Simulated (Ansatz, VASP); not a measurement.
BaO in VASP and in Ansatz

```
CELL_PARAMETERS angstrom
0.00000 2.73477 2.78624
2.73477 0.00000 2.78624
2.73477 2.73477 0.00000
ATOMIC_POSITIONS crystal
Ba 0.00000 0.00000 0.00000
O 0.50000 0.50000 0.50000
```

Change from the starting cell: strained cell.

Alike in both runs: functional PBEsol; k mesh 8 × 8 × 8; occupations gaussian, width 0.02 eV; no spin polarisation.

Ansatz relaxed the structure, and its values are those at the end. VASP's run is a single point on that final structure, the one shown.

|  | VASP | Ansatz |
| --- | --- | --- |
| version | VASP 6.6.1 | Ansatz 0.2.0 |
| potentials or method | VASP PAW PBE potentials, release 64 (Ba_sv, O), cutoff 600 eV | scalar-relativistic, plane waves, PAW |
| valence electrons in the cell | 16 | 16 |

|  | VASP | Ansatz | Ansatz less VASP |
| --- | --- | --- | --- |
| gap on the k mesh at the Fermi level (eV) | 1.74 | 1.81 | +0.072 |
| least direct gap on the mesh (eV) | 1.74 | 1.81 | +0.072 |
| pressure (GPa) | 1.3 | -0.5 | -1.78 |

VASP's potentials were made for PBE, not for PBEsol, and Ansatz warns of the same on its side. Ansatz's warnings: stress scf threshold loose.

Spin-orbit coupling is off throughout.
